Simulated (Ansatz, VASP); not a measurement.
## Se: VASP beside Ansatz

```
CELL_PARAMETERS angstrom
4.32551 0.00000 0.00000
-2.16276 3.74600 0.00000
0.00000 0.00000 5.02174
ATOMIC_POSITIONS crystal
Se 0.22639 0.00000 0.33333
Se 0.00000 0.22639 0.66667
Se 0.77361 0.77361 0.00000
```

Alike in both runs: functional r2SCAN; dispersion D3(BJ); k mesh 9 × 9 × 6; no spin polarisation.

Ansatz relaxed the structure, and its values are those at the end. VASP's run is a single point on that final structure, the one shown.

|  | VASP | Ansatz |
| --- | --- | --- |
| version | VASP 6.6.1 | Ansatz 0.2.0 |
| potentials or method | VASP PAW PBE potentials, release 64 (Se), cutoff 520 eV | scalar-relativistic, plane waves, PAW |
| occupations | gaussian, width 0.01 eV | fixed |
| valence electrons in the cell | 18 | 48 |

```tsv
	VASP	Ansatz	Ansatz less VASP
gap on the k mesh at the Fermi level (eV)	1.11	1.12	+0.011
least direct gap on the mesh (eV)	1.31	1.32	+0.011
pressure (GPa)	0.0	0.0	+0.03
```

VASP's potentials were made for PBE, not for r2SCAN. VASP's potentials hold 18 valence electrons a cell and Ansatz's 48, so a difference there can come from the potentials and not from the codes. Ansatz's warnings: dispersion damping borrowed.
